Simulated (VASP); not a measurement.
Runs of VASP 6.6.1 on Zn. The structure is that of space group P6_3/mmc (No. 194), or close to it. The cells are those of the table. 

```tsv
cell	further INCAR settings	gap on the mesh (eV)	pressure (GPa)
a = 2.805, b = 2.805, c = 4.947 Å, angles 90.0, 90.0, 120.0°, 2 atoms	ALGO = Fast; EDIFF = 1e-07; NBANDS = 19	none	(a)
a = 2.545, b = 2.545, c = 4.947 Å, angles 90.0, 90.0, 120.0°, 2 atoms	ALGO = Fast; EDIFF = 1e-07; NBANDS = 19	none	(b)
a = 2.785, b = 2.785, c = 4.947 Å, angles 90.0, 90.0, 120.0°, 2 atoms	ALGO = Fast; EDIFF = 1e-06; NBANDS = 19	none	-9.5
a = 2.585, b = 2.585, c = 4.947 Å, angles 90.0, 90.0, 120.0°, 2 atoms	ALGO = Fast; EDIFF = 1e-06; NBANDS = 19	none	1.0
a = 2.505, b = 2.505, c = 4.947 Å, angles 90.0, 90.0, 120.0°, 2 atoms	ALGO = Fast; EDIFF = 1e-06; NBANDS = 19	none	(c)
a = 2.745, b = 2.745, c = 4.947 Å, angles 90.0, 90.0, 120.0°, 2 atoms	ALGO = Fast; EDIFF = 1e-06; NBANDS = 19	none	-8.3
a = 2.705, b = 2.705, c = 4.947 Å, angles 90.0, 90.0, 120.0°, 2 atoms	ALGO = Fast; EDIFF = 1e-07; NBANDS = 19	none	-6.7
a = 2.625, b = 2.625, c = 4.947 Å, angles 90.0, 90.0, 120.0°, 2 atoms	ALGO = Fast; EDIFF = 1e-06; NBANDS = 19	none	-2.2
```

Alike in all rows: task single point; level PBEsol; potentials or basis VASP PAW PBE potentials, release 64 (Zn); no spin polarisation; k mesh 24 × 24 × 10; cutoff (eV) 520; smearing gaussian 0.15 eV.

Fill in the values left out.

(a) -10.0; (b) 4.3; (c) 9.4.

Caveats: the PAW data sets were made with another functional, which shifts forces and pressure a little; the cell stands under tension (at least some runs); the stress differs along the axes, from 1 to 6 GPa (at least some runs); the stress differs along the axes, from 3 to 13 GPa (at least some runs).

A gap of «none» marks levels without a gap at the run's occupations.
